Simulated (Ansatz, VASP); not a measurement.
## Two plane-wave programs on GaN

Contents of POSCAR:

```
GaN
1.0
    0.0000000000      2.2535006075      2.2535006075
    2.2535006075      0.0000000000      2.2535006075
    2.2535006075      2.2535006075      0.0000000000
Ga N
1 1
Direct
    0.0000000000      0.0000000000      0.0000000000
    0.7500000000      0.7500000000      0.7500000000
```

Contents of INCAR.step1:

```
  PREC = Accurate
  ENCUT = 520
  ISMEAR = 0
  SIGMA = 0.2
  LREAL = F
  LASPH = T
  NELM = 80
  NBANDS = 16
  GGA = PE
  ALGO = Normal
  EDIFF = 1E-4
  LWAVE = T
  LCHARG = F
```

INCAR.step2

```
  PREC = Accurate
  ENCUT = 520
  EDIFF = 1E-6
  ISMEAR = 0
  SIGMA = 0.2
  LREAL = F
  LASPH = T
  NELM = 80
  ALGO = Normal
  ISIF = 2
  LWAVE = F
  LCHARG = T
  METAGGA = R2SCAN
  LMIXTAU = T
  LELF = T
  LVHAR = T
  NBANDS = 16
  ISTART = 1
```

The input KPOINTS:

```
regular mesh
0
Gamma
  10 10 10
```

Input for Ansatz:

```yaml
crystal:
  lattice:
    - [0.0, 2.2535006075, 2.2535006075]
    - [2.2535006075, 0.0, 2.2535006075]
    - [2.2535006075, 2.2535006075, 0.0]
  atoms:
    - { symbol: Ga, position: [0.0, 0.0, 0.0] }
    - { symbol: "N", position: [0.75, 0.75, 0.75] }
basis:
  ecutwfc: 500
kpoints:
  mp_grid: { grid: [10, 10, 10] }
hamiltonian:
  xc: r2scan
scf:
  occupations: { method: gaussian, width: 0.2 }
output:
  forces: true
  stress: true
  eigenvalues: true
```

Alike in both runs: task single point; functional r2SCAN; k mesh 10 × 10 × 10; occupations gaussian, width 0.2 eV; no spin polarisation.

|  | VASP | Ansatz |
| --- | --- | --- |
| version | VASP 6.6.1 | Ansatz 0.2.0 |
| potentials or method | VASP PAW PBE potentials, release 64 (Ga_d, N), cutoff 520 eV | scalar-relativistic, plane waves, PAW |
| valence electrons in the cell | 18 | 18 |

Ansatz gave:

- gap on the k mesh at the Fermi level (eV): 2.13
- least direct gap on the mesh (eV): 2.13
- pressure (GPa): -1.2

Problem. Estimate VASP's values.

Solution. gap on the k mesh at the Fermi level (eV): 2.12; least direct gap on the mesh (eV): 2.12; pressure (GPa): -0.1.

VASP's potentials were made for PBE, not for r2SCAN. The functional is the same, so the differences come from potentials, cutoffs and numerics.
